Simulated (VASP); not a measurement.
Set up this calculation in VASP 6.6.1, as the native input.

```
Task                   : single point
Functional             : PBE
Potentials or basis    : VASP PAW PBE potentials, release 64 (Al, Co)
Cutoff                 : 520 eV
k mesh                 : 21 × 21 × 7
Occupations            : gaussian, width 0.15 eV
Spin                   : no spin polarisation
Dipole correction      : no
Further INCAR settings : ALGO = Fast; EDIFF = 1e-07; NBANDS = 27
```

The structure of AlCo lies in POSCAR:

```
AlCo
1.0
    0.0000000000     -2.8519024102      0.0000000000
    0.0000000000      0.0000000000     -2.8519024102
    9.3057072306      0.0000000000      0.0000000000
Al Co
3 3
Direct
    1.0000000000      1.0000000000      0.2298357513
    1.0000000000      1.0000000000      0.5363038509
    1.0000000000      1.0000000000      0.8427719504
    0.5000000000      0.5000000000      0.0766017015
    0.5000000000      0.5000000000      0.3830698011
    0.5000000000      0.5000000000      0.6895379006
```

This cell differs from its parent crystal: the distance across one plane changed.

These files were run (other wordings do the same):

INCAR

```
SYSTEM = AlCo
PREC = Accurate ; ENCUT = 520
EDIFF = 1E-7 ; ISMEAR = 0
SIGMA = 0.15 ; LREAL = .FALSE.
LASPH = .TRUE. ; NELM = 100
ALGO = Fast ; ISIF = 2
LWAVE = .FALSE. ; LCHARG = .FALSE.
GGA = PE ; NBANDS = 27
```

KPOINTS

```
Automatic mesh
0
G
  21 21 7
  0 0 0
```

Potentials or basis: VASP PAW PBE potentials, release 64 (Al, Co).

The run is started by

```console
$ cat potpaw_PBE.64/Al/POTCAR potpaw_PBE.64/Co/POTCAR > POTCAR
$ mpirun -np 1 vasp_std > vasp.out
```

It gave:

* Pressure: -6.5 GPa
* Largest force: 1.668 eV/Å
* Band gap on the k mesh: zero (bands 18 and 19 overlap by 0.91 eV)

Caveat: the cell differs from its parent crystal (the distance across one plane changed); the cell stands under tension; the run has no spin polarisation, though such a crystal can be magnetic; forces of over 1 eV/Å act on the atoms, so gaps and moduli don't describe the material at rest.

It took 7.4 min on 1 thread of AMD EPYC 9R45 96-Core Processor (Zen 5), on a shared host, peak memory 0.5 GiB.
